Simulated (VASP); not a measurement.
# BeB2P3 in VASP: notebook

BeB2P3 is run at these levels: PBE; tasks: single point.

Everything below comes from runs of VASP 6.6.1. Logs are shortened: lines on timing, memory, paths and dates and some standing lists are left out, and cuts for length are marked.

## Step 1: The cell of the first run

The typed cell holds 6 atoms: a = 4.225 Å, b = 4.225 Å, c = 6.109 Å, α = 90.01°, β = 90.01°, γ = 129.83°.

## Step 2: Single point, PBE

INCAR

```
  ALGO = Normal
  EDIFF = 1E-6
  ENCUT = 520
  GGA = PE
  ISIF = 2
  ISMEAR = 0
  LASPH = True
  LCHARG = False
  LREAL = False
  LWAVE = False
  NBANDS = 20
  NELM = 60
  PREC = Accurate
  SIGMA = 0.1
```

KPOINTS

```
k-points
0
Gamma
  6 6 4
```

POSCAR

```
BeB2P3
1.0
    1.7911981619     -3.8265679304      0.0258452748
    1.7911981619      3.8265679304      0.0258452748
   -0.0898119784      0.0000000000      6.1078444277
Be B P
1 2 3
Direct
    0.6588069120      0.3411930880      0.0000000000
   -0.1586112989      0.1587216396      0.2618306840
    0.8412783604      1.1586112989      0.7381693160
    0.6824850334      0.3175149666      0.5000000000
   -0.0209320437      1.0209320437      0.0000000000
    0.9969730368      0.0030269632      0.5000000000
```

Potentials or basis: VASP PAW PBE potentials, release 64 (Be, B, P).

Started as:

```console
cat potpaw_PBE.64/Be/POTCAR potpaw_PBE.64/B/POTCAR potpaw_PBE.64/P/POTCAR > POTCAR
mpirun -np 1 vasp_std > vasp.out
```

OUTCAR:

```text
EDIFF = 1E-6
   ENCUT = 520
   GGA = PE
   ISIF = 2
   ISMEAR = 0
   LASPH = True
   LREAL = False
   NELM = 60
   PREC = Accurate

 ion  position               nearest neighbor table
   1  0.659  0.341  0.000-   2 2.12   3 2.12   5 2.26   5 2.26   5 2.45
   2  0.841  0.159  0.262-   6 1.88   4 1.90   5 1.92   1 2.12
   3  0.841  0.159  0.738-   6 1.88   4 1.90   5 1.92   1 2.12
   4  0.682  0.318  0.500-   2 1.90   3 1.90   6 2.29   6 2.29   6 2.41
   5  0.979  0.021  0.000-   2 1.92   3 1.92   1 2.26   1 2.26   1 2.45
   6  0.997  0.003  0.500-   2 1.88   3 1.88   4 2.29   4 2.29   4 2.41

  LATTYP: Found a base centered monoclinic cell.
 ALAT       =     3.5827692270
 B/A-ratio  =     2.1360951197
 C/A-ratio  =     1.7049673923
 COS(beta)  =    -0.0002752646

  Lattice vectors:

 A1 = (   1.7911981619,  -3.8265679304,   0.0258452748)
 A2 = (   1.7911981619,   3.8265679304,   0.0258452748)
 A3 = (  -0.0898119784,   0.0000000000,   6.1078444277)

Analysis of symmetry for initial positions (statically):
=====================================================================
 Subroutine PRICEL returns:
 Original cell was already a primitive cell.

 Routine SETGRP: Setting up the symmetry group for a
 base centered monoclinic supercell.

 Subroutine GETGRP returns: Found  2 space group operations
 (whereof  2 operations were pure point group operations)
 out of a pool of  4 trial point group operations.

The static configuration has the point symmetry C_2 .

Analysis of symmetry for dynamics (positions and initial velocities):
=====================================================================
 Subroutine PRICEL returns:
 Original cell was already a primitive cell.

 Routine SETGRP: Setting up the symmetry group for a
 base centered monoclinic supercell.

 Subroutine GETGRP returns: Found  2 space group operations
 (whereof  2 operations were pure point group operations)
 out of a pool of  4 trial point group operations.

The dynamic configuration has the point symmetry C_2 .

 Subroutine INISYM returns: Found  2 space group operations
 (whereof  2 operations are pure point group operations),
 and found     1 'primitive' translations

----------------------------------------------------------------------------------------

                                     Primitive cell

  volume of cell :      83.7458

  direct lattice vectors                    reciprocal lattice vectors
     1.791198162 -3.826567930  0.025845275     0.279083548 -0.130665392  0.004103747
     1.791198162  3.826567930  0.025845275     0.279083548  0.130665392  0.004103747
    -0.089811978  0.000000000  6.107844428    -0.002361878  0.000000000  0.163689152

  length of vectors
     4.225124964  4.225124964  6.108504706     0.308184867  0.308184867  0.163706191

  position of ions in fractional coordinates (direct lattice)
     0.658806912  0.341193088  0.000000000
     0.841388701  0.158721640  0.261830684
     0.841278360  0.158611299  0.738169316
     0.682485033  0.317514967  0.500000000
     0.979067956  0.020932044  0.000000000
     0.996973037  0.003026963  0.500000000

  ion indices of the primitive-cell ions
   primitive index   ion index
                 1           1
                 2           2
                 3           3
                 4           4
                 5           5
                 6           6

----------------------------------------------------------------------------------------

 KPOINTS: k-points

Automatic generation of k-mesh.
 Grid dimensions read from file:
 generate k-points for:    6    6    4

 Generating k-lattice:

  Cartesian coordinates                     Fractional coordinates (reciprocal lattice)
     0.046513925 -0.021777565  0.000683958     0.166666667  0.000000000  0.000000000
     0.046513925  0.021777565  0.000683958     0.000000000  0.166666667  0.000000000
    -0.000590469  0.000000000  0.040922288     0.000000000  0.000000000  0.250000000

  Length of vectors
     0.051364144  0.051364144  0.040926548

  Shift w.r.t. Gamma in fractional coordinates (k-lattice)
     0.000000000  0.000000000  0.000000000

 Subroutine IBZKPT returns following result:
 ===========================================

 Found     47 irreducible k-points:

 Following reciprocal coordinates:
            Coordinates               Weight
  0.000000  0.000000  0.000000      1.000000
  0.166667  0.000000 -0.000000      4.000000
  0.333333  0.000000 -0.000000      4.000000
  0.500000  0.000000 -0.000000      2.000000
  0.166667  0.166667 -0.000000      2.000000
  0.333333  0.166667 -0.000000      4.000000
[... 16 lines left out ...]
 -0.333333  0.166667  0.250000      4.000000
 -0.166667  0.166667  0.250000      4.000000
 [... further k-points ...]
   k-points           NKPTS =     47   k-points in BZ     NKDIM =     47   number of bands    NBANDS=     20
   number of dos      NEDOS =    301   number of ions     NIONS =      6
   total plane-waves  NPLWV =  49152
   dimension x,y,z NGX =    32 NGY =   32 NGZ =   48
   dimension x,y,z NGXF=    64 NGYF=   64 NGZF=   96
   ions per type =               1   2   3
   NGX,Y,Z   is equivalent  to a cutoff of  12.59, 12.59, 13.06 a.u.
   NGXF,Y,Z  is equivalent  to a cutoff of  25.18, 25.18, 26.13 a.u.
 SYSTEM =  unknown system
   PREC   = accura    normal or accurate (medium, high low for compatibility)
   ISTART =      0    job   : 0-new  1-cont  2-samecut
   ICHARG =      2    charge: 1-file 2-atom 10-const
   ISPIN  =      1    spin polarized calculation?
   LNONCOLLINEAR =      F non collinear calculations
   LSORBIT =      F    spin-orbit coupling
   LASPH  =      T    aspherical Exc in radial PAW
   ENCUT  =  520.0 eV  38.22 Ry    6.18 a.u.   7.86  7.86 11.36*2*pi/ulx,y,z
   NELM   =     60;   NELMIN=  2; NELMDL= -5     # of ELM steps
   EDIFF  = 0.1E-05   stopping-criterion for ELM
   LREAL  =      F    real-space projection
   EDIFFG = 0.1E-04   stopping-criterion for IOM
   NSW    =      0    number of steps for IOM
   IBRION =     -1    ionic relax: 0-MD 1-quasi-New 2-CG
   NFREE  =      0    steps in history (QN), initial steepest desc. (CG)
   ISIF   =      2    stress and relaxation
   ISYM   =      2    0-nonsym 1-usesym 2-fastsym
   POTIM  = 0.5000    time-step for ionic-motion
   TEBEG  =    0.0;   TEEND  =   0.0 temperature during run
   PSTRESS=    0.0 pullay stress
   NELECT =      23.0000    total number of electrons
   NUPDOWN=      -1.0000    fix difference up-down
   EMIN   =  10.00;   EMAX   =-10.00  energy-range for DOS
   EFERMI =   0.00;   METHOD = LEGACY
   ISMEAR =     0;   SIGMA  =   0.10  broadening in eV -4-tet -1-fermi 0-gaus
   EFERMI_NEDOS =   21; number of points for ismear=-14 and -15
   IALGO  =     38    algorithm
   IMIX   =      4    mixing-type and parameters
     AMIX     =   0.40;   BMIX     =  1.00
     AMIX_MAG =   1.60;   BMIX_MAG =  1.00
  volume/ion in A,a.u.               =      13.96        94.19
  Fermi-wavevector in a.u.,A,eV,Ry     =   1.064134  2.010922 15.406986  1.132382
  Thomas-Fermi vector in A             =   2.199642
   LORBIT       =      0    0 simple, 1 ext, 2 COOP (PROOUT), +10 PAW based schemes
   GGA     = PE    functional components
   LHFCALC =     F    Hartree Fock is set to
   AEXX    =    0.0000 exact exchange contribution
   IVDW    =     0    specifies the selected vdW correction
   LEPSILON=     F    determine dielectric tensor
   LRPA    =     F    only Hartree local field effects (RPA)
 non-spin polarized calculation
 Gauss-broadening in eV      SIGMA  =   0.10
  energy-cutoff  :      520.00
  volume of cell :       83.75
 maximum number of plane-waves:      2280
   NGX = 15   NGY = 15   NGZ = 23

 number of electron      22.9999999 magnetization

 Free energy of the ion-electron system (eV)
  ---------------------------------------------------
  ext. energy  EPLUGINS =         0.00000000
  ---------------------------------------------------
  free energy    TOTEN  =       -30.91915619 eV

  energy without entropy =      -30.90868567  energy(sigma->0) =      -30.91392093

 E-fermi :   6.2925     XC(G=0): -10.0027

 val. band max:        6.2382052219   @ k =   0.5000   0.3333   0.2500
 cond. band min:       6.3068096075   @ k =   0.3333   0.3333   0.5000
 fundamental gap:      0.0686043857
 Fermi energy:         6.2924765319

 k-point     1 :       0.0000    0.0000    0.0000
  band No.  band energies     occupation
      1      -9.9285      2.00000
      2      -6.3393      2.00000
      3      -3.7062      2.00000
      4      -1.7292      2.00000
      5      -1.5325      2.00000
      6       1.4717      2.00000
[... 12 lines left out ...]
     19      11.6197      0.00000
     20      12.0259      0.00000

 k-point     2 :       0.1667    0.0000   -0.0000
  band No.  band energies     occupation
      1      -9.6665      2.00000
      2      -6.1737      2.00000
      3      -3.5025      2.00000
      4      -2.9796      2.00000
      5      -0.8294      2.00000
      6       1.3170      2.00000
[... 12 lines left out ...]
     19      11.8691      0.00000
     20      11.9276      0.00000

 k-point     3 :       0.3333    0.0000   -0.0000
  band No.  band energies     occupation
      1      -8.9831      2.00000
      2      -5.8449      2.00000
      3      -4.3361      2.00000
      4      -3.0084      2.00000
      5      -1.1618      2.00000
      6       0.6759      2.00000
[... 12 lines left out ...]
     19      11.9597      0.00000
     20      12.6182      0.00000

 k-point     4 :       0.5000    0.0000   -0.0000
  band No.  band energies     occupation
      1      -8.4676      2.00000
      2      -5.8547      2.00000
      3      -4.8878      2.00000
      4      -2.6887      2.00000
      5      -1.4425      2.00000
      6       0.1901      2.00000
[... 429 lines left out ...]
 k-point    23 :      -0.3333    0.1667    0.2500
  band No.  band energies     occupation
      1      -9.1547      2.00000
      2      -6.3518      2.00000
      3      -4.9996      2.00000
      4      -2.3626      2.00000
      5      -0.4797      2.00000
      6       0.2283      2.00000
[... 12 lines left out ...]
     19      11.6017      0.00000
     20      12.6213      0.00000

 k-point    24 :      -0.1667    0.1667    0.2500
  band No.  band energies     occupation
      1      -9.6376      2.00000
      2      -6.5916      2.00000
      3      -4.0251      2.00000
      4      -2.6438      2.00000
      5       0.0565      2.00000
      6       0.7791      2.00000
[... 12 lines left out ...]
     19      10.8624      0.00000
     20      12.7112      0.00000

 [... further k-points ...]

------------------------ aborting loop because EDIFF is reached ----------------------------------------

  FORCE on cell =-STRESS in cart. coord.  units (eV):
  Direction    XX          YY          ZZ          XY          YZ          ZX
  --------------------------------------------------------------------------------------
  -------------------------------------------------------------------------------------
  Total       -0.0183518     -0.0784779     -0.0539224      0.0000000      0.0000000      0.0030086
  in kB       -0.3510956     -1.5013938     -1.0316124      0.0000000      0.0000000      0.0575590
  external PRESSURE =      -0.9613673 kB  Pullay stress =       0.0000000 kB

 VOLUME and BASIS-vectors are now :
 -----------------------------------------------------------------------------
  energy-cutoff  :      520.00
  volume of cell :       83.75
      direct lattice vectors                 reciprocal lattice vectors
     1.791198162 -3.826567930  0.025845275     0.279083548 -0.130665392  0.004103747
     1.791198162  3.826567930  0.025845275     0.279083548  0.130665392  0.004103747
    -0.089811978  0.000000000  6.107844428    -0.002361878  0.000000000  0.163689152

 POSITION                                       TOTAL-FORCE (eV/Angst)
 -----------------------------------------------------------------------------------
      1.79120     -1.21537      0.02585         0.000000      0.004657      0.000000
      1.76788     -2.61227      1.62507        -0.000415     -0.022734      0.001816
      1.72470     -2.61227      4.53447         0.000415     -0.022734     -0.001816
      1.74629     -1.39658      3.07977         0.000000     -0.027798     -0.000000
      1.79120     -3.66637      0.02585        -0.000000      0.039220     -0.000000
      1.74629     -3.80340      3.07977        -0.000000      0.029388      0.000000
 -----------------------------------------------------------------------------------
    total drift:                               -0.000000     -0.000015     -0.000000

  FREE ENERGIE OF THE ION-ELECTRON SYSTEM (eV)
  ---------------------------------------------------
  free  energy   TOTEN  =       -30.9191561891 eV

  energy  without entropy=      -30.9086856682  energy(sigma->0) =      -30.91392093
```

It took 1.7 min on 1 thread of Oxide Virtual Turin-like, shared host; peak memory 0.21 GiB.

Results:

```
Free energy            : -30.9192 eV
Pressure               : -0.1 GPa
Largest force          : 0.039 eV/Å
Band gap on the k mesh : zero (an odd number of electrons rules out a gap without spin polarisation)
```

Forces in eV/Å, atoms in the order of the input:
```
Be   0.000  0.005  0.000
B    0.000 -0.023  0.002
B    0.000 -0.023 -0.002
P    0.000 -0.028  0.000
P    0.000  0.039  0.000
P    0.000  0.029  0.000
```

Stress tensor (GPa, compression positive):
```
-0.04  0.00  0.01
 0.00 -0.15  0.00
 0.01  0.00 -0.10
```

(Part 1 of 2 ends here.)
